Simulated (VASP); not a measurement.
# Ga2O3 (P-3m1) in VASP: relaxation of cell and atoms with PBEsol

Aim: the relaxation of cell and atoms of Ga2O3 with PBEsol.

Program: VASP 6.6.1. These are calculated values, not measurements. Logs are shortened: lines on timing, memory, paths and dates and some standing lists are left out, and cuts for length are marked.

### 1 The cell of the first run

Symmetry: P-3m1, No. 164, trigonal system. The conventional cell has a = 3.025 Å, b = 3.025 Å, c = 7.506 Å, α = 90.00°, β = 90.00°, γ = 120.00°. Ga (site symmetry 3m) has 6 O at 1.90 to 2.25 Å within 2.5 Å. Within 3.1 Å of O (site symmetry -3m) lie 6 Ga at 2.25 Å and 12 O at 2.77 to 3.02 Å. O (site symmetry 3m) has 3 Ga at 1.90 Å within 2.5 Å.

### 2 Relaxation of cell and atoms, PBEsol

INCAR

```
PREC = Accurate ; ENCUT = 600
EDIFF = 1E-6 ; ISMEAR = -1
SIGMA = 0.02 ; LREAL = F
LASPH = T ; NELM = 60
ALGO = Normal ; ISIF = 3
LWAVE = F ; LCHARG = F
GGA = PS ; IBRION = 2
NSW = 80 ; EDIFFG = -0.005
```

KPOINTS

```
Automatic mesh
0
Gamma
  12 12 4
```

POSCAR

```
Ga2O3
1.0
    3.0245658913      0.0000000000      0.0000000000
   -1.5122829457      2.6193508973      0.0000000000
    0.0000000000      0.0000000000      7.5060673851
Ga O
2 3
Direct
    0.3333333333      0.6666666667      0.1886534479
    0.6666666667      0.3333333333      0.8113465521
    0.0000000000      0.0000000000      0.0000000000
    0.3333333333      0.6666666667      0.7129022209
    0.6666666667      0.3333333333      0.2870977791
```

Potentials or basis: VASP PAW PBE potentials, release 64 (Ga_d, O).

The run is started by

```
$ cat potpaw_PBE.64/Ga_d/POTCAR potpaw_PBE.64/O/POTCAR > POTCAR
$ mpirun -np 1 vasp_std > vasp.out
```

OUTCAR:

```text
PREC = Accurate
   ENCUT = 600
   EDIFF = 1E-6
   ISMEAR = -1
   LREAL = F
   LASPH = T
   NELM = 60
   ISIF = 3
   GGA = PS
   IBRION = 2
   NSW = 80
   EDIFFG = -0.005

 ion  position               nearest neighbor table
   1  0.333  0.667  0.189-   5 1.90   5 1.90   5 1.90   3 2.25   3 2.25   3 2.25
   2  0.667  0.333  0.811-   4 1.90   4 1.90   4 1.90   3 2.25   3 2.25   3 2.25
   3  0.000  0.000  0.000-   1 2.25   2 2.25   2 2.25   1 2.25   2 2.25   1 2.25
   4  0.333  0.667  0.713-   2 1.90   2 1.90   2 1.90
   5  0.667  0.333  0.287-   1 1.90   1 1.90   1 1.90

  LATTYP: Found a hexagonal cell.
 ALAT       =     3.0245658913
 C/A-ratio  =     2.4817007316

  Lattice vectors:

 A1 = (   3.0245658913,   0.0000000000,   0.0000000000)
 A2 = (  -1.5122829457,   2.6193508973,   0.0000000000)
 A3 = (   0.0000000000,   0.0000000000,   7.5060673851)

Analysis of symmetry for initial positions (statically):
=====================================================================
 Subroutine PRICEL returns:
 Original cell was already a primitive cell.

 Routine SETGRP: Setting up the symmetry group for a
 hexagonal supercell.

 Subroutine GETGRP returns: Found 12 space group operations
 (whereof 12 operations were pure point group operations)
 out of a pool of 24 trial point group operations.

The static configuration has the point symmetry D_3d.

Analysis of symmetry for dynamics (positions and initial velocities):
=====================================================================
 Subroutine PRICEL returns:
 Original cell was already a primitive cell.

 Routine SETGRP: Setting up the symmetry group for a
 hexagonal supercell.

 Subroutine GETGRP returns: Found 12 space group operations
 (whereof 12 operations were pure point group operations)
 out of a pool of 24 trial point group operations.

The dynamic configuration has the point symmetry D_3d.

 Subroutine INISYM returns: Found 12 space group operations
 (whereof 12 operations are pure point group operations),
 and found     1 'primitive' translations

----------------------------------------------------------------------------------------

                                     Primitive cell

  volume of cell :      59.4661

  direct lattice vectors                    reciprocal lattice vectors
     3.024565891  0.000000000  0.000000000     0.330625960  0.190886987  0.000000000
    -1.512282946  2.619350897  0.000000000     0.000000000  0.381773973  0.000000000
     0.000000000  0.000000000  7.506067385     0.000000000  0.000000000  0.133225556

  length of vectors
     3.024565891  3.024565891  7.506067385     0.381773973  0.381773973  0.133225556

  position of ions in fractional coordinates (direct lattice)
     0.333333333  0.666666667  0.188653448
     0.666666667  0.333333333  0.811346552
     0.000000000  0.000000000  0.000000000
     0.333333333  0.666666667  0.712902221
     0.666666667  0.333333333  0.287097779

  ion indices of the primitive-cell ions
   primitive index   ion index
                 1           1
                 2           2
                 3           3
                 4           4
                 5           5

----------------------------------------------------------------------------------------

 KPOINTS: Automatic mesh

Automatic generation of k-mesh.
 Grid dimensions read from file:
 generate k-points for:   12   12    4

 Generating k-lattice:

  Cartesian coordinates                     Fractional coordinates (reciprocal lattice)
     0.027552163  0.015907249  0.000000000     0.083333333  0.000000000  0.000000000
     0.000000000  0.031814498  0.000000000     0.000000000  0.083333333  0.000000000
     0.000000000  0.000000000  0.033306389     0.000000000  0.000000000  0.250000000

  Length of vectors
     0.031814498  0.031814498  0.033306389

  Shift w.r.t. Gamma in fractional coordinates (k-lattice)
     0.000000000  0.000000000  0.000000000

 Subroutine IBZKPT returns following result:
 ===========================================

 Found     69 irreducible k-points:

 Following reciprocal coordinates:
            Coordinates               Weight
  0.000000  0.000000  0.000000      1.000000
  0.083333  0.000000  0.000000      6.000000
  0.166667 -0.000000  0.000000      6.000000
  0.250000  0.000000  0.000000      6.000000
  0.333333  0.000000  0.000000      6.000000
  0.416667 -0.000000  0.000000      6.000000
[... 16 lines left out ...]
  0.166667 -0.000000  0.250000      6.000000
  0.000000  0.166667  0.250000      6.000000
 [... further k-points ...]
   k-points           NKPTS =     69   k-points in BZ     NKDIM =     69   number of bands    NBANDS=     26
   number of dos      NEDOS =    301   number of ions     NIONS =      5
   total plane-waves  NPLWV =  34560
   dimension x,y,z NGX =    24 NGY =   24 NGZ =   60
   dimension x,y,z NGXF=    48 NGYF=   48 NGZF=  120
   ions per type =               2   3
   NGX,Y,Z   is equivalent  to a cutoff of  13.19, 13.19, 13.29 a.u.
   NGXF,Y,Z  is equivalent  to a cutoff of  26.38, 26.38, 26.58 a.u.
 SYSTEM =  unknown system
   PREC   = accura    normal or accurate (medium, high low for compatibility)
   ISTART =      0    job   : 0-new  1-cont  2-samecut
   ICHARG =      2    charge: 1-file 2-atom 10-const
   ISPIN  =      1    spin polarized calculation?
   LNONCOLLINEAR =      F non collinear calculations
   LSORBIT =      F    spin-orbit coupling
   LASPH  =      T    aspherical Exc in radial PAW
   ENCUT  =  600.0 eV  44.10 Ry    6.64 a.u.   6.04  6.04 14.99*2*pi/ulx,y,z
   NELM   =     60;   NELMIN=  2; NELMDL= -5     # of ELM steps
   EDIFF  = 0.1E-05   stopping-criterion for ELM
   LREAL  =      F    real-space projection
   EDIFFG = -.5E-02   stopping-criterion for IOM
   NSW    =     80    number of steps for IOM
   IBRION =      2    ionic relax: 0-MD 1-quasi-New 2-CG
   NFREE  =      1    steps in history (QN), initial steepest desc. (CG)
   ISIF   =      3    stress and relaxation
   ISYM   =      2    0-nonsym 1-usesym 2-fastsym
   POTIM  = 0.5000    time-step for ionic-motion
   TEBEG  =    0.0;   TEEND  =   0.0 temperature during run
   PSTRESS=    0.0 pullay stress
   NELECT =      44.0000    total number of electrons
   NUPDOWN=      -1.0000    fix difference up-down
   EMIN   =  10.00;   EMAX   =-10.00  energy-range for DOS
   EFERMI =   0.00;   METHOD = LEGACY
   ISMEAR =    -1;   SIGMA  =   0.02  broadening in eV -4-tet -1-fermi 0-gaus
   EFERMI_NEDOS =   21; number of points for ismear=-14 and -15
   IALGO  =     38    algorithm
   IMIX   =      4    mixing-type and parameters
     AMIX     =   0.40;   BMIX     =  1.00
     AMIX_MAG =   1.60;   BMIX_MAG =  1.00
  volume/ion in A,a.u.               =      11.89        80.26
  Fermi-wavevector in a.u.,A,eV,Ry     =   1.480708  2.798132 29.830708  2.192495
  Thomas-Fermi vector in A             =   2.594708
   LORBIT       =      0    0 simple, 1 ext, 2 COOP (PROOUT), +10 PAW based schemes
   GGA     = PS    functional components
   LHFCALC =     F    Hartree Fock is set to
   AEXX    =    0.0000 exact exchange contribution
   IVDW    =     0    specifies the selected vdW correction
   LEPSILON=     F    determine dielectric tensor
   LRPA    =     F    only Hartree local field effects (RPA)
 conjugate gradient relaxation of ions
 non-spin polarized calculation
  energy-cutoff  :      600.00
  volume of cell :       59.47
 maximum number of plane-waves:      2016
   NGX = 13   NGY = 13   NGZ = 29

--------------------------------------- Ionic step        1  -------------------------------------------

 number of electron      43.9999998 magnetization

 Free energy of the ion-electron system (eV)
  ---------------------------------------------------
  ext. energy  EPLUGINS =         0.00000000
  ---------------------------------------------------
  free energy    TOTEN  =       -31.14450617 eV

  energy without entropy =      -31.14450617  energy(sigma->0) =      -31.14450617

------------------------ aborting loop because EDIFF is reached ----------------------------------------

  FORCE on cell =-STRESS in cart. coord.  units (eV):
  Direction    XX          YY          ZZ          XY          YZ          ZX
  --------------------------------------------------------------------------------------
  -------------------------------------------------------------------------------------
  Total       -2.2340725     -2.2340725     -1.4868642      0.0000000      0.0000000      0.0000000
  in kB      -60.1919844    -60.1919844    -40.0601603      0.0000000      0.0000000      0.0000000
  external PRESSURE =     -53.4813764 kB  Pullay stress =       0.0000000 kB
[... 98 lines left out ...]
  FREE ENERGIE OF THE ION-ELECTRON SYSTEM (eV)
  ---------------------------------------------------
  free  energy   TOTEN  =       -31.1763931241 eV

  energy  without entropy=      -31.1763931241  energy(sigma->0) =      -31.17639312

[... ionic steps 4 to 30 ...]

--------------------------------------- Ionic step       31  -------------------------------------------

 number of electron      44.0000008 magnetization

------------------------ aborting loop because EDIFF is reached ----------------------------------------

  FORCE on cell =-STRESS in cart. coord.  units (eV):
  Direction    XX          YY          ZZ          XY          YZ          ZX
  --------------------------------------------------------------------------------------
  -------------------------------------------------------------------------------------
  Total        0.0104166      0.0104166      0.0065741     -0.0000000     -0.0000000      0.0000000
  in kB        0.3127045      0.3127045      0.1973555     -0.0000000     -0.0000000      0.0000000
  external PRESSURE =       0.2742548 kB  Pullay stress =       0.0000000 kB
[... 63 lines left out ...]
  energy  without entropy=      -31.1957878249  energy(sigma->0) =      -31.19578782

--------------------------------------- Ionic step       33  -------------------------------------------

 number of electron      44.0000009 magnetization

 Free energy of the ion-electron system (eV)
  ---------------------------------------------------
  ext. energy  EPLUGINS =         0.00000000
  ---------------------------------------------------
  free energy    TOTEN  =       -31.19578920 eV

  energy without entropy =      -31.19578920  energy(sigma->0) =      -31.19578920

 E-fermi :   3.8661     XC(G=0): -11.7195

 val. band max:        3.4845932717   @ k =   0.0000   0.0000   0.0000
 cond. band min:       5.8302147170   @ k =   0.0000   0.0000   0.0000
 fundamental gap:      2.3456214453
 Fermi energy:         3.8660677781

 k-point     1 :       0.0000    0.0000    0.0000
  band No.  band energies     occupation
      1     -15.5108      2.00000
      2     -14.6627      2.00000
      3     -13.3672      2.00000
      4      -9.5222      2.00000
      5      -9.5222      2.00000
      6      -9.4739      2.00000
[... 685 lines left out ...]
     25      10.8445      0.00000
     26      12.9281      0.00000

 [... further k-points ...]

------------------------ aborting loop because EDIFF is reached ----------------------------------------

  FORCE on cell =-STRESS in cart. coord.  units (eV):
  Direction    XX          YY          ZZ          XY          YZ          ZX
  --------------------------------------------------------------------------------------
  -------------------------------------------------------------------------------------
  Total       -0.0083229     -0.0083229      0.0030229      0.0000000      0.0000000     -0.0000000
  in kB       -0.2498647     -0.2498647      0.0907517      0.0000000      0.0000000     -0.0000000
  external PRESSURE =      -0.1363259 kB  Pullay stress =       0.0000000 kB
[... 20 lines left out ...]
  FREE ENERGIE OF THE ION-ELECTRON SYSTEM (eV)
  ---------------------------------------------------
  free  energy   TOTEN  =       -31.1957891961 eV

  energy  without entropy=      -31.1957891961  energy(sigma->0) =      -31.19578920

 reached required accuracy - stopping structural energy minimisation
```

Wall time 48 min (1 thread of Oxide Virtual Turin-like, shared host); peak memory 0.24 GiB.

What came out:

```
Free energy                           : -31.1958 eV
Relaxed volume                        : 10.67 Å³/atom
Relaxed cell                          : a = 2.998 Å, b = 2.998 Å, c = 6.857 Å, α = 90.00°, β = 90.00°, γ = 120.00°
Space group after relaxing (to 0.1 Å) : P-3m1 (No. 164)
Energy gained by relaxing             : 10.3 meV/atom
Ionic steps                           : 33
Pressure after relaxing               : 0.0 GPa
Band gap on the k mesh                : 2.35 eV
```

Forces in eV/Å, atoms in the order of the input:
```
Ga   0.000  0.000 -0.002
Ga   0.000  0.000  0.002
O    0.000  0.000  0.000
O    0.000  0.000  0.001
O    0.000  0.000 -0.001
```

The path:
| step | energy change (eV) | largest force (eV/Å) | pressure (GPa) | volume (Å³) |
| --- | --- | --- | --- | --- |
| 1 | 0.0000 | 0.2986 | -5.35 | 59.47 |
| 2 | 0.0053 | 0.5377 | 6.02 | 56.11 |
| 3 | -0.0319 | 0.1532 | -0.16 | 57.81 |
| 4 | -0.0319 | 0.1495 | -0.39 | 57.84 |
| 5 | -0.0335 | 0.0676 | -0.21 | 57.62 |
| 6 | -0.0335 | 0.0450 | -0.19 | 57.64 |
| 7 | -0.0338 | 0.0368 | 0.14 | 57.52 |
| 8 | -0.0338 | 0.0471 | 0.23 | 57.48 |
| 9 | -0.0340 | 0.0476 | 0.13 | 57.47 |
| 10 | -0.0345 | 0.0507 | -0.02 | 57.43 |
| 11 | -0.0350 | 0.0581 | -0.41 | 57.36 |
| 12 | -0.0346 | 0.0703 | -1.13 | 57.22 |
| 13 | -0.0351 | 0.0600 | -0.65 | 57.31 |
| 14 | -0.0352 | 0.0638 | -0.61 | 57.29 |
| 15 | -0.0355 | 0.0691 | -0.65 | 57.22 |
| 16 | -0.0360 | 0.0801 | -0.60 | 57.09 |
| 17 | -0.0370 | 0.1046 | -0.60 | 56.82 |
| 18 | -0.0386 | 0.1523 | -0.48 | 56.27 |
| 19 | -0.0401 | 0.2438 | -0.18 | 55.18 |
| 20 | -0.0411 | 0.2345 | -0.14 | 55.03 |
| 21 | -0.0436 | 0.2136 | -0.10 | 54.59 |
| 22 | -0.0470 | 0.1672 | 0.22 | 53.69 |
| 23 | -0.0429 | 0.0890 | 1.15 | 51.90 |
| 24 | -0.0472 | 0.1475 | 0.52 | 53.21 |
| 25 | -0.0488 | 0.1047 | 0.21 | 53.29 |
| 26 | -0.0507 | 0.0275 | -0.65 | 53.51 |
| 27 | -0.0513 | 0.0064 | -0.06 | 53.40 |
| 28 | -0.0513 | 0.0118 | -0.03 | 53.38 |
| 29 | -0.0513 | 0.0207 | 0.12 | 53.35 |
| 30 | -0.0513 | 0.0137 | -0.03 | 53.38 |
| 31 | -0.0513 | 0.0162 | 0.03 | 53.37 |
| 32 | -0.0513 | 0.0061 | 0.04 | 53.37 |
| 33 | -0.0513 | 0.0023 | -0.01 | 53.37 |

Final structure:
```cif
data_structure
_symmetry_space_group_name_H-M 'P 1'
_symmetry_Int_Tables_number 1
_cell_length_a 2.9977
_cell_length_b 2.9977
_cell_length_c 6.8575
_cell_angle_alpha 90.000
_cell_angle_beta 90.000
_cell_angle_gamma 120.000
_cell_volume 53.37
loop_
_atom_site_label
_atom_site_type_symbol
_atom_site_fract_x
_atom_site_fract_y
_atom_site_fract_z
_atom_site_occupancy
Ga1 Ga 0.33333 0.66667 0.20381 1
Ga2 Ga 0.66667 0.33333 0.79619 1
O1 O 0.00000 0.00000 0.00000 1
O2 O 0.33333 0.66667 0.69047 1
O3 O 0.66667 0.33333 0.30953 1
```

Caveat: the PAW data sets were made with another functional, which shifts forces and pressure a little.
